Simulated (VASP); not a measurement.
# Al2Au (Fm-3m) in VASP: a series of runs

Runs on Al2Au. Level: LDA. Tasks: single point.

Everything below comes from runs of VASP 6.6.1. Logs are shortened: lines on timing, memory, paths and dates and some standing lists are left out, and cuts for length are marked.

## (1) The cell of the first run

It takes space group Fm-3m (No. 225, cubic). The conventional cell has a = 5.919 Å, b = 5.919 Å, c = 5.919 Å, α = 90.00°, β = 90.00°, γ = 90.00°. Al (site symmetry -43m) has 4 Au at 2.56 Å and 6 Al at 2.96 Å within 3.4 Å. Within 3.4 Å of Au (site symmetry m-3m) lie 8 Al at 2.56 Å.

## (2) Single point, LDA (17.28 Å³/atom)

File INCAR:

```
SYSTEM = Al2Au
  ALGO = Normal
  EDIFF = 1E-6
  ENCUT = 520
  ISIF = 2
  ISMEAR = -1
  LASPH = .True.
  LCHARG = .False.
  LREAL = .False.
  LWAVE = .False.
  NBANDS = 16
  NELM = 100
  PREC = Accurate
  SIGMA = 0.05
```

File KPOINTS:

```
k-points
0
Gamma
  11 11 11
  0 0 0
```

File POSCAR:

```
Al2Au
1.0
    0.0000000000      2.9594544892      2.9594544892
    2.9594544892      0.0000000000      2.9594544892
    2.9594544892      2.9594544892      0.0000000000
Al Au
2 1
Direct
    0.2500000000      0.2500000000      0.2500000000
    0.7500000000      0.7500000000      0.7500000000
    0.0000000000      0.0000000000      0.0000000000
```

Potentials or basis: VASP PAW LDA potentials, release 64 (Al, Au).

Started as:

```bash
cat potpaw_LDA.64/Al/POTCAR potpaw_LDA.64/Au/POTCAR > POTCAR
mpirun -np 1 vasp_std > vasp.out
```

OUTCAR:

```text
SYSTEM = Al2Au
   EDIFF = 1E-6
   ENCUT = 520
   ISIF = 2
   ISMEAR = -1
   LASPH = .True.
   LREAL = .False.
   NELM = 100
   PREC = Accurate

 ion  position               nearest neighbor table
   1  0.250  0.250  0.250-   3 2.56   3 2.56   3 2.56   3 2.56   2 2.96   2 2.96   2 2.96   2 2.96
                             2 2.96   2 2.96
   2  0.750  0.750  0.750-   3 2.56   3 2.56   3 2.56   3 2.56   1 2.96   1 2.96   1 2.96   1 2.96
                             1 2.96   1 2.96
   3  0.000  0.000  0.000-   2 2.56   2 2.56   2 2.56   1 2.56   2 2.56   1 2.56   1 2.56   1 2.56

  LATTYP: Found a face centered cubic cell.
 ALAT       =     5.9189089784

  Lattice vectors:

 A1 = (   0.0000000000,   2.9594544892,   2.9594544892)
 A2 = (   2.9594544892,   0.0000000000,   2.9594544892)
 A3 = (   2.9594544892,   2.9594544892,   0.0000000000)

Analysis of symmetry for initial positions (statically):
=====================================================================
 Subroutine PRICEL returns:
 Original cell was already a primitive cell.

 Routine SETGRP: Setting up the symmetry group for a
 face centered cubic supercell.

 Subroutine GETGRP returns: Found 48 space group operations
 (whereof 48 operations were pure point group operations)
 out of a pool of 48 trial point group operations.

The static configuration has the point symmetry O_h .

Analysis of symmetry for dynamics (positions and initial velocities):
=====================================================================
 Subroutine PRICEL returns:
 Original cell was already a primitive cell.

 Routine SETGRP: Setting up the symmetry group for a
 face centered cubic supercell.

 Subroutine GETGRP returns: Found 48 space group operations
 (whereof 48 operations were pure point group operations)
 out of a pool of 48 trial point group operations.

The dynamic configuration has the point symmetry O_h .

 Subroutine INISYM returns: Found 48 space group operations
 (whereof 48 operations are pure point group operations),
 and found     1 'primitive' translations

----------------------------------------------------------------------------------------

                                     Primitive cell

  volume of cell :      51.8400

  direct lattice vectors                    reciprocal lattice vectors
     0.000000000  2.959454489  2.959454489    -0.168950055  0.168950055  0.168950055
     2.959454489  0.000000000  2.959454489     0.168950055 -0.168950055  0.168950055
     2.959454489  2.959454489  0.000000000     0.168950055  0.168950055 -0.168950055

  length of vectors
     4.185300676  4.185300676  4.185300676     0.292630080  0.292630080  0.292630080

  position of ions in fractional coordinates (direct lattice)
     0.250000000  0.250000000  0.250000000
     0.750000000  0.750000000  0.750000000
     0.000000000  0.000000000  0.000000000

  ion indices of the primitive-cell ions
   primitive index   ion index
                 1           1
                 2           2
                 3           3

----------------------------------------------------------------------------------------

 KPOINTS: k-points

Automatic generation of k-mesh.
 Grid dimensions read from file:
 generate k-points for:   11   11   11

 Generating k-lattice:

  Cartesian coordinates                     Fractional coordinates (reciprocal lattice)
    -0.015359096  0.015359096  0.015359096     0.090909091  0.000000000  0.000000000
     0.015359096 -0.015359096  0.015359096     0.000000000  0.090909091  0.000000000
     0.015359096  0.015359096 -0.015359096     0.000000000  0.000000000  0.090909091

  Length of vectors
     0.026602735  0.026602735  0.026602735

  Shift w.r.t. Gamma in fractional coordinates (k-lattice)
     0.000000000  0.000000000  0.000000000

 Subroutine IBZKPT returns following result:
 ===========================================

 Found     56 irreducible k-points:

 Following reciprocal coordinates:
            Coordinates               Weight
  0.000000  0.000000  0.000000      1.000000
  0.090909  0.000000  0.000000      8.000000
  0.181818  0.000000  0.000000      8.000000
  0.272727  0.000000  0.000000      8.000000
  0.363636  0.000000  0.000000      8.000000
  0.454545  0.000000  0.000000      8.000000
[... 16 lines left out ...]
 -0.272727  0.181818  0.000000     24.000000
 -0.181818  0.181818  0.000000     12.000000
 [... further k-points ...]
   k-points           NKPTS =     56   k-points in BZ     NKDIM =     56   number of bands    NBANDS=     16
   number of dos      NEDOS =    301   number of ions     NIONS =      3
   total plane-waves  NPLWV =  32768
   dimension x,y,z NGX =    32 NGY =   32 NGZ =   32
   dimension x,y,z NGXF=    64 NGYF=   64 NGZF=   64
   ions per type =               2   1
   NGX,Y,Z   is equivalent  to a cutoff of  12.71, 12.71, 12.71 a.u.
   NGXF,Y,Z  is equivalent  to a cutoff of  25.42, 25.42, 25.42 a.u.
 SYSTEM =  Al2Au
   PREC   = accura    normal or accurate (medium, high low for compatibility)
   ISTART =      0    job   : 0-new  1-cont  2-samecut
   ICHARG =      2    charge: 1-file 2-atom 10-const
   ISPIN  =      1    spin polarized calculation?
   LNONCOLLINEAR =      F non collinear calculations
   LSORBIT =      F    spin-orbit coupling
   LASPH  =      T    aspherical Exc in radial PAW
   ENCUT  =  520.0 eV  38.22 Ry    6.18 a.u.   7.78  7.78  7.78*2*pi/ulx,y,z
   NELM   =    100;   NELMIN=  2; NELMDL= -5     # of ELM steps
   EDIFF  = 0.1E-05   stopping-criterion for ELM
   LREAL  =      F    real-space projection
   EDIFFG = 0.1E-04   stopping-criterion for IOM
   NSW    =      0    number of steps for IOM
   IBRION =     -1    ionic relax: 0-MD 1-quasi-New 2-CG
   NFREE  =      0    steps in history (QN), initial steepest desc. (CG)
   ISIF   =      2    stress and relaxation
   ISYM   =      2    0-nonsym 1-usesym 2-fastsym
   POTIM  = 0.5000    time-step for ionic-motion
   TEBEG  =    0.0;   TEEND  =   0.0 temperature during run
   PSTRESS=    0.0 pullay stress
   NELECT =      17.0000    total number of electrons
   NUPDOWN=      -1.0000    fix difference up-down
   EMIN   =  10.00;   EMAX   =-10.00  energy-range for DOS
   EFERMI =   0.00;   METHOD = LEGACY
   ISMEAR =    -1;   SIGMA  =   0.05  broadening in eV -4-tet -1-fermi 0-gaus
   EFERMI_NEDOS =   21; number of points for ismear=-14 and -15
   IALGO  =     38    algorithm
   IMIX   =      4    mixing-type and parameters
     AMIX     =   0.40;   BMIX     =  1.00
     AMIX_MAG =   1.60;   BMIX_MAG =  1.00
  volume/ion in A,a.u.               =      17.28       116.61
  Fermi-wavevector in a.u.,A,eV,Ry     =   1.128936  2.133380 17.340590  1.274497
  Thomas-Fermi vector in A             =   2.265628
   LORBIT       =      0    0 simple, 1 ext, 2 COOP (PROOUT), +10 PAW based schemes
   GGA     = CA    functional components
   LHFCALC =     F    Hartree Fock is set to
   AEXX    =    0.0000 exact exchange contribution
   IVDW    =     0    specifies the selected vdW correction
   LEPSILON=     F    determine dielectric tensor
   LRPA    =     F    only Hartree local field effects (RPA)
 non-spin polarized calculation
  energy-cutoff  :      520.00
  volume of cell :       51.84
 maximum number of plane-waves:      1411
   NGX = 15   NGY = 15   NGZ = 15

 number of electron      17.0000000 magnetization

 Free energy of the ion-electron system (eV)
  ---------------------------------------------------
  ext. energy  EPLUGINS =         0.00000000
  ---------------------------------------------------
  free energy    TOTEN  =       -14.28028130 eV

  energy without entropy =      -14.27201727  energy(sigma->0) =      -14.27614928

 E-fermi :   8.1152     XC(G=0): -10.8938

 val. band max:        8.1137616094   @ k =   0.4545   0.0909   0.0000
 cond. band min:       8.1300062354   @ k =  -0.3636   0.1818   0.0000
 fundamental gap:      0.0162446261
 Fermi energy:         8.1152054965

 k-point     1 :       0.0000    0.0000    0.0000
  band No.  band energies     occupation
      1      -2.7682      2.00000
      2       1.2213      2.00000
      3       1.2213      2.00000
      4       1.2213      2.00000
      5       2.2315      2.00000
      6       2.2315      2.00000
[... 8 lines left out ...]
     15      13.8943      0.00000
     16      13.8943      0.00000

 k-point     2 :       0.0909    0.0000    0.0000
  band No.  band energies     occupation
      1      -2.6563      2.00000
      2       1.1856      2.00000
      3       1.2502      2.00000
      4       1.2502      2.00000
      5       2.2251      2.00000
      6       2.2251      2.00000
[... 8 lines left out ...]
     15      13.6140      0.00000
     16      13.6676      0.00000

 k-point     3 :       0.1818    0.0000    0.0000
  band No.  band energies     occupation
      1      -2.3284      2.00000
      2       1.0995      2.00000
      3       1.3231      2.00000
      4       1.3231      2.00000
      5       2.2180      2.00000
      6       2.2180      2.00000
[... 8 lines left out ...]
     15      13.7678      0.00000
     16      14.0729      0.00000

 k-point     4 :       0.2727    0.0000    0.0000
  band No.  band energies     occupation
      1      -1.8154      2.00000
      2       1.0216      2.00000
      3       1.4031      2.00000
      4       1.4031      2.00000
      5       2.2380      2.00000
      6       2.2380      2.00000
[... 8 lines left out ...]
     15      14.7963      0.00000
     16      14.9791      0.00000
[... 324 lines left out ...]
 k-point    22 :      -0.3636    0.1818    0.0000
  band No.  band energies     occupation
      1      -0.4855      2.00000
      2       0.9774      2.00000
      3       1.5614      2.00000
      4       1.6358      2.00000
      5       2.2265      2.00000
      6       2.3166      2.00000
[... 8 lines left out ...]
     15      15.9298      0.00000
     16      16.9453      0.00000

 k-point    23 :      -0.2727    0.1818    0.0000
  band No.  band energies     occupation
      1      -1.0383      2.00000
      2       0.8962      2.00000
      3       1.4993      2.00000
      4       1.5834      2.00000
      5       2.1280      2.00000
      6       2.3785      2.00000
[... 8 lines left out ...]
     15      15.4330      0.00000
     16      17.5177      0.00000

 k-point    24 :      -0.1818    0.1818    0.0000
  band No.  band energies     occupation
      1      -1.6285      2.00000
      2       0.9412      2.00000
      3       1.4529      2.00000
      4       1.4803      2.00000
      5       2.1101      2.00000
      6       2.3408      2.00000
[... 8 lines left out ...]
     15      15.2440      0.00000
     16      17.1272      0.00000

 [... further k-points ...]

------------------------ aborting loop because EDIFF is reached ----------------------------------------

  FORCE on cell =-STRESS in cart. coord.  units (eV):
  Direction    XX          YY          ZZ          XY          YZ          ZX
  --------------------------------------------------------------------------------------
  -------------------------------------------------------------------------------------
  Total        0.8500642      0.8500642      0.8500642      0.0000000      0.0000000      0.0000000
  in kB       26.2722540     26.2722540     26.2722540      0.0000000      0.0000000      0.0000000
  external PRESSURE =      26.2722540 kB  Pullay stress =       0.0000000 kB

 VOLUME and BASIS-vectors are now :
 -----------------------------------------------------------------------------
  energy-cutoff  :      520.00
  volume of cell :       51.84
      direct lattice vectors                 reciprocal lattice vectors
     0.000000000  2.959454489  2.959454489    -0.168950055  0.168950055  0.168950055
     2.959454489  0.000000000  2.959454489     0.168950055 -0.168950055  0.168950055
     2.959454489  2.959454489  0.000000000     0.168950055  0.168950055 -0.168950055

 POSITION                                       TOTAL-FORCE (eV/Angst)
 -----------------------------------------------------------------------------------
      1.47973      1.47973      1.47973        -0.000000     -0.000000     -0.000000
      4.43918      4.43918      4.43918         0.000000      0.000000     -0.000000
      0.00000      0.00000      0.00000         0.000000     -0.000000      0.000000
 -----------------------------------------------------------------------------------
    total drift:                                0.000000     -0.000000      0.000000

  FREE ENERGIE OF THE ION-ELECTRON SYSTEM (eV)
  ---------------------------------------------------
  free  energy   TOTEN  =       -14.2802812961 eV

  energy  without entropy=      -14.2720172697  energy(sigma->0) =      -14.27614928
```

Run time: 28 s. Hardware: 1 thread of Intel Xeon 8259CL, shared host; peak memory 0.18 GiB.

What came out:

| Quantity | Value |
| --- | --- |
| Free energy | -14.2803 eV |
| Pressure | 2.6 GPa |
| Band gap on the k mesh | zero (an odd number of electrons rules out a gap without spin polarisation) |

Levels at points of the mesh, in eV from the Fermi level:
| k point | band 7 | band 8 | band 9 | band 10 | band 11 | band 12 |
| --- | --- | --- | --- | --- | --- | --- |
| (0.00, 0.00, 0.00) | 2.37 | 2.92 | 2.92 | 2.92 | 4.06 | 4.06 |

Caveat: spin-orbit coupling is left out, which moves the levels of the heavy elements.

## (3) Single point, LDA (17.82 Å³/atom)

This run uses another cell than the first one, of 17.82 Å³/atom.

File INCAR:

```
SYSTEM = Al2Au
ALGO = Normal
EDIFF = 1E-6
ENCUT = 520
ISIF = 2
ISMEAR = -1
LASPH = .TRUE.
LCHARG = .TRUE.
LELF = .TRUE.
LREAL = .FALSE.
LVHAR = .TRUE.
LWAVE = .FALSE.
NBANDS = 16
NELM = 80
PREC = Accurate
SIGMA = 0.05
```

File KPOINTS:

```
k-points
0
G
  11 11 11
  0 0 0
```

File POSCAR:

```
Al2Au
1.0
    0.0000000000      2.9899664802      2.9899664802
    2.9899664802      0.0000000000      2.9899664802
    2.9899664802      2.9899664802      0.0000000000
Al Au
2 1
Direct
    0.2500000000      0.2500000000      0.2500000000
    0.7500000000      0.7500000000      0.7500000000
    0.0000000000      0.0000000000      0.0000000000
```

Potentials or basis: VASP PAW LDA potentials, release 64 (Al, Au).

Started as:

```bash
cat potpaw_LDA.64/Al/POTCAR potpaw_LDA.64/Au/POTCAR > POTCAR
mpirun -np 1 vasp_std > vasp.out
```

Run time: 32 s. Hardware: 1 thread of Intel Xeon 8259CL, shared host; peak memory 0.18 GiB.

The run converged. Its results:

```yaml
Free_energy: -14.2874 eV
Pressure: -1.2 GPa
Band_gap_on_the_k_mesh: zero (an odd number of electrons rules out a gap without spin polarisation)
```

Levels at points of the mesh, in eV from the Fermi level:
```tsv
k point	band 6	band 7	band 8	band 9	band 10	band 11	band 12	band 13
(0.00, 0.00, 0.00)	-5.75	2.14	2.91	2.91	2.91	3.92	3.92	3.92
```

Caveat: spin-orbit coupling is left out, which moves the levels of the heavy elements.

## (4) Single point, LDA (18.36 Å³/atom)

This run uses another cell than the first one, of 18.36 Å³/atom.

File INCAR:

```
PREC = Accurate ; ENCUT = 520
EDIFF = 1E-7 ; ISMEAR = -1
SIGMA = 0.05 ; LREAL = False
LASPH = True ; NELM = 100
ALGO = Normal ; ISIF = 2
LWAVE = False ; LCHARG = True
LELF = True ; LVHAR = True
NBANDS = 16
```

File KPOINTS:

```
regular mesh
0
Gamma
  11 11 11
```

File POSCAR:

```
Al2Au
1.0
    0.0000000000      3.0198681287      3.0198681287
    3.0198681287      0.0000000000      3.0198681287
    3.0198681287      3.0198681287      0.0000000000
Al Au
2 1
Direct
    0.2500000000      0.2500000000      0.2500000000
    0.7500000000      0.7500000000      0.7500000000
    0.0000000000      0.0000000000      0.0000000000
```

Started as:

```bash
cat potpaw_LDA.64/Al/POTCAR potpaw_LDA.64/Au/POTCAR > POTCAR
mpirun -np 1 vasp_std > vasp.out
```

It took 35 s on 1 thread of Intel Xeon 8259CL, shared host; peak memory 0.18 GiB.

It converged, with:

```
Free energy            : -14.2591 eV
Pressure               : -4.4 GPa
Band gap on the k mesh : zero (an odd number of electrons rules out a gap without spin polarisation)
```

Levels at points of the mesh, in eV from the Fermi level:
```
           k point  band 5  band 6  band 7  band 8  band 9  band 10  band 11  band 12  band 13  band 14
(0.00, 0.00, 0.00)   -5.61   -5.61    1.93    2.90    2.90     2.90     3.78     3.78     3.78     5.60
```

Caveat: the cell stands under tension; spin-orbit coupling is left out, which moves the levels of the heavy elements.

## (5) The runs side by side

```tsv
cell	gap on the mesh (eV)	pressure (GPa)
a = 4.185 Å, angles 60.0°, 3 atoms	none	2.6
a = 4.228 Å, angles 60.0°, 3 atoms	none	-1.2
a = 4.271 Å, angles 60.0°, 3 atoms	none	-4.4
```

Alike in all rows: task single point; level LDA; potentials or basis VASP PAW LDA potentials, release 64 (Al, Au); no spin polarisation; k mesh 11 × 11 × 11; cutoff (eV) 520; smearing fermi-dirac 0.05 eV.

Caveats: spin-orbit coupling is left out, which moves the levels of the heavy elements; the cell stands under tension (at least some runs).

Absolute energies hang on the potentials; compare differences alone.
